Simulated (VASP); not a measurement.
Set up this calculation in VASP 6.6.1, as the native input.

```
Task                   : single point
Functional             : LDA
Potentials or basis    : VASP PAW LDA potentials, release 64 (Cu, O)
Cutoff                 : 520 eV
k mesh                 : 14 × 14 × 14
Occupations            : gaussian, width 0.15 eV
Spin                   : no spin polarisation
Dipole correction      : no
Further INCAR settings : ALGO = Normal; EDIFF = 1e-06; NBANDS = 30
```

The structure of Cu3O2 lies in POSCAR:

```
Cu3O2
1.0
   -1.9354500000      1.9354500000      3.3014000000
    1.9354500000     -1.9354500000      3.3014000000
    1.9354500000      1.9354500000     -3.3014000000
Cu O
3 2
Direct
    0.2500000000      0.7500000000      0.5000000000
    0.7500000000      0.2500000000      0.5000000000
    0.0000000000      0.0000000000      0.0000000000
    0.0000000000      0.5000000000      0.5000000000
    0.5000000000      0.0000000000      0.5000000000
```

The input as run:

INCAR

```
SYSTEM = Cu3O2
  PREC = Accurate
  ENCUT = 520
  EDIFF = 1E-6
  ISMEAR = 0
  SIGMA = 0.15
  LREAL = .False.
  LASPH = .True.
  NELM = 80
  ALGO = Normal
  ISIF = 2
  LWAVE = .False.
  LCHARG = .False.
  GGA = CA
  NBANDS = 30
```

KPOINTS

```
regular mesh
0
Gamma
  14 14 14
  0 0 0
```

Potentials or basis: VASP PAW LDA potentials, release 64 (Cu, O).

The run is started by

```bash
$ cat potpaw_LDA.64/Cu/POTCAR potpaw_LDA.64/O/POTCAR > POTCAR
$ mpirun -np 1 vasp_std > vasp.out
```

It gave:

```
Pressure               : 39.0 GPa
Band gap on the k mesh : zero (an odd number of electrons rules out a gap without spin polarisation)
```

Caveat: the stress differs along the axes, from 14 to 88 GPa; an odd number of electrons without spin polarisation forces a metal; a magnetic or distorted state may lie lower.

Wall time 8.9 min on 1 thread of Intel Xeon 8259CL, with other jobs on the host, peak memory 0.37 GiB.
